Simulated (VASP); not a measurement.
# V (Im-3m) in VASP: notebook

Runs on V. Level: PBE. Tasks: single point.

Program: VASP 6.6.1. These are calculated values, not measurements. Logs are shortened: lines on timing, memory, paths and dates and some standing lists are left out, and cuts for length are marked.

## 1. The cell of the first run

The structure is cubic, space group Im-3m (No. 229). The conventional cell has a = 3.026 Å, b = 3.026 Å, c = 3.026 Å, α = 90.00°, β = 90.00°, γ = 90.00°. Within 3.5 Å of V (site symmetry m-3m) lie 14 V at 2.62 to 3.03 Å.

## 2. Single point, PBE

Input file INCAR:

```
  PREC = Accurate
  ENCUT = 520
  EDIFF = 1E-6
  ISMEAR = 0
  SIGMA = 0.15
  LREAL = F
  LASPH = T
  NELM = 100
  ALGO = Normal
  ISIF = 2
  LWAVE = F
  LCHARG = T
  GGA = PE
  LELF = T
  LVHAR = T
  NBANDS = 12
```

Input file KPOINTS:

```
Automatic mesh
0
Gamma
  22 22 22
```

Input file POSCAR:

```
V
1.0
   -1.5130000000      1.5130000000      1.5130000000
    1.5130000000     -1.5130000000      1.5130000000
    1.5130000000      1.5130000000     -1.5130000000
V
1
Direct
    0.0000000000      0.0000000000      0.0000000000
```

Potentials or basis: VASP PAW PBE potentials, release 64 (V_sv).

Launch:

```sh
$ cat potpaw_PBE.64/V_sv/POTCAR > POTCAR
$ mpirun -np 1 vasp_std > vasp.out
```

OUTCAR:

```text
PREC = Accurate
   ENCUT = 520
   EDIFF = 1E-6
   ISMEAR = 0
   LREAL = F
   LASPH = T
   NELM = 100
   ISIF = 2
   GGA = PE

 ion  position               nearest neighbor table
   1  0.000  0.000  0.000-

  LATTYP: Found a body centered cubic cell.
 ALAT       =     3.0260000000

  Lattice vectors:

 A1 = (  -1.5130000000,   1.5130000000,   1.5130000000)
 A2 = (   1.5130000000,  -1.5130000000,   1.5130000000)
 A3 = (   1.5130000000,   1.5130000000,  -1.5130000000)

Analysis of symmetry for initial positions (statically):
=====================================================================
 Subroutine PRICEL returns:
 Original cell was already a primitive cell.

 Routine SETGRP: Setting up the symmetry group for a
 body centered cubic supercell.

 Subroutine GETGRP returns: Found 48 space group operations
 (whereof 48 operations were pure point group operations)
 out of a pool of 48 trial point group operations.

The static configuration has the point symmetry O_h .

Analysis of symmetry for dynamics (positions and initial velocities):
=====================================================================
 Subroutine PRICEL returns:
 Original cell was already a primitive cell.

 Routine SETGRP: Setting up the symmetry group for a
 body centered cubic supercell.

 Subroutine GETGRP returns: Found 48 space group operations
 (whereof 48 operations were pure point group operations)
 out of a pool of 48 trial point group operations.

The dynamic configuration has the point symmetry O_h .

 Subroutine INISYM returns: Found 48 space group operations
 (whereof 48 operations are pure point group operations),
 and found     1 'primitive' translations

----------------------------------------------------------------------------------------

                                     Primitive cell

  volume of cell :      13.8541

  direct lattice vectors                    reciprocal lattice vectors
    -1.513000000  1.513000000  1.513000000     0.000000000  0.330469266  0.330469266
     1.513000000 -1.513000000  1.513000000     0.330469266  0.000000000  0.330469266
     1.513000000  1.513000000 -1.513000000     0.330469266  0.330469266  0.000000000

  length of vectors
     2.620592872  2.620592872  2.620592872     0.467354118  0.467354118  0.467354118

  position of ions in fractional coordinates (direct lattice)
     0.000000000  0.000000000  0.000000000

  ion indices of the primitive-cell ions
   primitive index   ion index
                 1           1

----------------------------------------------------------------------------------------

 KPOINTS: Automatic mesh

Automatic generation of k-mesh.
 Grid dimensions read from file:
 generate k-points for:   22   22   22

 Generating k-lattice:

  Cartesian coordinates                     Fractional coordinates (reciprocal lattice)
     0.000000000  0.015021330  0.015021330     0.045454545  0.000000000  0.000000000
     0.015021330  0.000000000  0.015021330     0.000000000  0.045454545  0.000000000
     0.015021330  0.015021330  0.000000000     0.000000000  0.000000000  0.045454545

  Length of vectors
     0.021243369  0.021243369  0.021243369

  Shift w.r.t. Gamma in fractional coordinates (k-lattice)
     0.000000000  0.000000000  0.000000000

 Subroutine IBZKPT returns following result:
 ===========================================

 Found    328 irreducible k-points:

 Following reciprocal coordinates:
            Coordinates               Weight
  0.000000  0.000000  0.000000      1.000000
  0.045455  0.000000  0.000000     12.000000
  0.090909  0.000000  0.000000     12.000000
  0.136364  0.000000  0.000000     12.000000
  0.181818  0.000000  0.000000     12.000000
  0.227273  0.000000  0.000000     12.000000
[... 16 lines left out ...]
  0.090909  0.090909  0.000000     24.000000
  0.136364  0.090909  0.000000     48.000000
 [... further k-points ...]
   k-points           NKPTS =    328   k-points in BZ     NKDIM =    328   number of bands    NBANDS=     12
   number of dos      NEDOS =    301   number of ions     NIONS =      1
   total plane-waves  NPLWV =   8000
   dimension x,y,z NGX =    20 NGY =   20 NGZ =   20
   dimension x,y,z NGXF=    40 NGYF=   40 NGZF=   40
   ions per type =               1
   NGX,Y,Z   is equivalent  to a cutoff of  12.69, 12.69, 12.69 a.u.
   NGXF,Y,Z  is equivalent  to a cutoff of  25.38, 25.38, 25.38 a.u.
 SYSTEM =  unknown system
   PREC   = accura    normal or accurate (medium, high low for compatibility)
   ISTART =      0    job   : 0-new  1-cont  2-samecut
   ICHARG =      2    charge: 1-file 2-atom 10-const
   ISPIN  =      1    spin polarized calculation?
   LNONCOLLINEAR =      F non collinear calculations
   LSORBIT =      F    spin-orbit coupling
   LASPH  =      T    aspherical Exc in radial PAW
   ENCUT  =  520.0 eV  38.22 Ry    6.18 a.u.   4.87  4.87  4.87*2*pi/ulx,y,z
   NELM   =    100;   NELMIN=  2; NELMDL= -5     # of ELM steps
   EDIFF  = 0.1E-05   stopping-criterion for ELM
   LREAL  =      F    real-space projection
   EDIFFG = 0.1E-04   stopping-criterion for IOM
   NSW    =      0    number of steps for IOM
   IBRION =     -1    ionic relax: 0-MD 1-quasi-New 2-CG
   NFREE  =      0    steps in history (QN), initial steepest desc. (CG)
   ISIF   =      2    stress and relaxation
   ISYM   =      2    0-nonsym 1-usesym 2-fastsym
   POTIM  = 0.5000    time-step for ionic-motion
   TEBEG  =    0.0;   TEEND  =   0.0 temperature during run
   PSTRESS=    0.0 pullay stress
   NELECT =      13.0000    total number of electrons
   NUPDOWN=      -1.0000    fix difference up-down
   EMIN   =  10.00;   EMAX   =-10.00  energy-range for DOS
   EFERMI =   0.00;   METHOD = LEGACY
   ISMEAR =     0;   SIGMA  =   0.15  broadening in eV -4-tet -1-fermi 0-gaus
   EFERMI_NEDOS =   21; number of points for ismear=-14 and -15
   IALGO  =     38    algorithm
   IMIX   =      4    mixing-type and parameters
     AMIX     =   0.40;   BMIX     =  1.00
     AMIX_MAG =   1.60;   BMIX_MAG =  1.00
  volume/ion in A,a.u.               =      13.85        93.49
  Fermi-wavevector in a.u.,A,eV,Ry     =   1.602742  3.028744 34.950411  2.568783
  Thomas-Fermi vector in A             =   2.699515
   LORBIT       =      0    0 simple, 1 ext, 2 COOP (PROOUT), +10 PAW based schemes
   GGA     = PE    functional components
   LHFCALC =     F    Hartree Fock is set to
   AEXX    =    0.0000 exact exchange contribution
   IVDW    =     0    specifies the selected vdW correction
   LEPSILON=     F    determine dielectric tensor
   LRPA    =     F    only Hartree local field effects (RPA)
 non-spin polarized calculation
 Gauss-broadening in eV      SIGMA  =   0.15
  energy-cutoff  :      520.00
  volume of cell :       13.85
 maximum number of plane-waves:       384
   NGX =  9   NGY =  9   NGZ =  9

 number of electron      12.9999996 magnetization

 Free energy of the ion-electron system (eV)
  ---------------------------------------------------
  ext. energy  EPLUGINS =         0.00000000
  ---------------------------------------------------
  free energy    TOTEN  =        -8.99601951 eV

  energy without entropy =       -8.97465690  energy(sigma->0) =       -8.98533821

 E-fermi :   9.3662     XC(G=0): -12.7530

 val. band max:        9.3648200272   @ k =  -0.4091   0.4091   0.1818
 cond. band min:       9.3664853201   @ k =  -0.2727   0.2727   0.1364
 fundamental gap:      0.0016652928
 Fermi energy:         9.3662091341

 k-point     1 :       0.0000    0.0000    0.0000
  band No.  band energies     occupation
      1     -54.3937      2.00000
      2     -27.7378      2.00000
      3     -27.7378      2.00000
      4     -27.7378      2.00000
      5       2.8372      2.00000
      6       9.7657      0.00017
      7       9.7657      0.00017
      8       9.7657      0.00017
      9      11.7054      0.00000
     10      11.7054      0.00000
     11      29.6263      0.00000
     12      29.6263      0.00000

 k-point     2 :       0.0455    0.0000    0.0000
  band No.  band energies     occupation
      1     -54.3902      2.00000
      2     -27.7551      2.00000
      3     -27.7431      2.00000
      4     -27.7379      2.00000
      5       2.9190      2.00000
      6       9.7313      0.00058
      7       9.7590      0.00021
      8       9.8231      0.00002
      9      11.6649      0.00000
     10      11.7075      0.00000
     11      29.4669      0.00000
     12      29.6141      0.00000

 k-point     3 :       0.0909    0.0000    0.0000
  band No.  band energies     occupation
      1     -54.3799      2.00000
      2     -27.8056      2.00000
      3     -27.7586      2.00000
      4     -27.7382      2.00000
      5       3.1600      2.00000
      6       9.6322      0.01216
      7       9.7314      0.00057
      8       9.9929      0.00000
      9      11.5621      0.00000
     10      11.7149      0.00000
     11      28.9919      0.00000
     12      29.5315      0.00000
[... 286 lines left out ...]
 k-point    23 :       0.0909    0.0909    0.0000
  band No.  band energies     occupation
      1     -54.3543      2.00000
      2     -27.9289      2.00000
      3     -27.7819      2.00000
      4     -27.7544      2.00000
      5       3.7724      2.00000
      6       9.4542      0.40655
      7       9.5289      0.12500
      8      10.4652      0.00000
      9      11.3529      0.00000
     10      11.7768      0.00000
     11      27.9523      0.00000
     12      28.8487      0.00000

 k-point    24 :       0.1364    0.0909    0.0000
  band No.  band energies     occupation
      1     -54.3341      2.00000
      2     -28.0213      2.00000
      3     -27.8112      2.00000
      4     -27.7596      2.00000
      5       4.2699      2.00000
      6       9.2809      1.57879
      7       9.3860      0.85201
      8      10.8493      0.00000
      9      11.2679      0.00000
     10      11.8306      0.00000
     11      27.0622      0.00000
     12      28.1501      0.00000

 [... further k-points ...]
[... 5 lines left out ...]
  --------------------------------------------------------------------------------------
  -------------------------------------------------------------------------------------
  Total       -0.4064409     -0.4064409     -0.4064409     -0.0000000     -0.0000000     -0.0000000
  in kB      -47.0036092    -47.0036092    -47.0036092     -0.0000000     -0.0000000     -0.0000000
  external PRESSURE =     -47.0036092 kB  Pullay stress =       0.0000000 kB

 VOLUME and BASIS-vectors are now :
 -----------------------------------------------------------------------------
  energy-cutoff  :      520.00
  volume of cell :       13.85
      direct lattice vectors                 reciprocal lattice vectors
    -1.513000000  1.513000000  1.513000000     0.000000000  0.330469266  0.330469266
     1.513000000 -1.513000000  1.513000000     0.330469266  0.000000000  0.330469266
     1.513000000  1.513000000 -1.513000000     0.330469266  0.330469266  0.000000000

 POSITION                                       TOTAL-FORCE (eV/Angst)
 -----------------------------------------------------------------------------------
      0.00000      0.00000      0.00000        -0.000000     -0.000000     -0.000000
 -----------------------------------------------------------------------------------
    total drift:                                0.000000     -0.000000      0.000000

  FREE ENERGIE OF THE ION-ELECTRON SYSTEM (eV)
  ---------------------------------------------------
  free  energy   TOTEN  =        -8.9960195143 eV

  energy  without entropy=       -8.9746568975  energy(sigma->0) =       -8.98533821
```

Run time: 54 s. Hardware: 1 thread of AMD EPYC 7R13, shared host; peak memory 0.13 GiB.

Results:

```
Free energy : -8.9960 eV
Pressure    : -4.7 GPa
```

Levels at points of the mesh, in eV from the Fermi level:
```tsv
k point	band 3	band 4	band 5	band 6	band 7	band 8	band 9	band 10	band 11	band 12
(0.00, 0.00, 0.00)	-37.10	-37.10	-6.53	0.40	0.40	0.40	2.34	2.34	20.26	20.26
(0.50, 0.00, 0.00)	-37.36	-37.11	-3.08	-1.08	1.54	2.33	2.68	3.96	9.82	15.67
(0.50, 0.50, 0.50)	-37.67	-37.67	-2.87	-2.87	3.58	3.58	3.58	9.94	9.94	9.94
```

## 3. Single point, PBE

Input file INCAR:

```
PREC = Accurate
ENCUT = 520
EDIFF = 1E-6
ISMEAR = 0
SIGMA = 0.15
LREAL = False
LASPH = True
NELM = 100
ALGO = Normal
ISIF = 2
LWAVE = False
LCHARG = False
GGA = PE
NBANDS = 12
```

Input file KPOINTS:

```
Automatic mesh
0
Gamma
  24 24 24
```

POSCAR is that of step 2.

Potentials or basis: VASP PAW PBE potentials, release 64 (V_sv).

Launch:

```sh
$ cat potpaw_PBE.64/V_sv/POTCAR > POTCAR
$ mpirun -np 1 vasp_std > vasp.out
```

Wall time 60 s (1 thread of AMD EPYC 7R13, shared host); peak memory 0.15 GiB.

It converged, with:

```
Free energy : -8.9964 eV
Pressure    : -4.7 GPa
```

Levels at points of the mesh, in eV from the Fermi level:
| k point | band 5 | band 6 | band 7 | band 8 | band 9 | band 10 |
| --- | --- | --- | --- | --- | --- | --- |
| (0.00, 0.00, 0.00) | -6.53 | 0.40 | 0.40 | 0.40 | 2.34 | 2.34 |
| (0.50, 0.00, 0.00) | -3.08 | -1.08 | 1.54 | 2.33 | 2.68 | 3.96 |
| (0.50, 0.50, 0.50) | -2.87 | -2.87 | 3.58 | 3.58 | 3.58 | 9.94 |
